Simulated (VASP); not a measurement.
Runs of VASP 6.6.1 on MnS. The structure is that of space group Fm-3m (No. 225), or close to it. The cells are those of the table. 

| task | cell | k mesh | cutoff (eV) | gap on the mesh (eV) | pressure (GPa) | moment (μB) |
| --- | --- | --- | --- | --- | --- | --- |
| relaxation of cell and atoms | relaxed from a = 3.683 Å, angles 60.0°, 2 atoms | 14 × 14 × 14 | 600 | none | 0.0 | 4.48 |
| single point | a = 3.603 Å, angles 90.0, 60.0, 120.0°, 2 atoms | 12 × 12 × 12 | 520 | none | (a) | 4.48 |
| single point | a = 3.683 Å, angles 60.0°, 2 atoms | 6 × 6 × 6 | 520 | none | -3.6 | 4.66 |
| single point | a = 3.603 Å, angles 60.0°, 2 atoms | 14 × 14 × 14 | 520 | none | 0.0 | 4.49 |

Alike in all rows: level PBE; potentials or basis VASP PAW PBE potentials, release 64 (Mn_pv, S); spin collinear, ferromagnetic start; smearing gaussian 0.1 eV.

Question: Estimate the missing entries.

Answer: (a) -0.1.

Caveats: a cell with one magnetic atom can't hold antiferromagnetic order, which such compounds often take; semilocal functionals often make such compounds metallic where correlation or magnetic order opens a gap, which also shifts bond lengths.

A gap of «none» marks levels without a gap at the run's occupations.
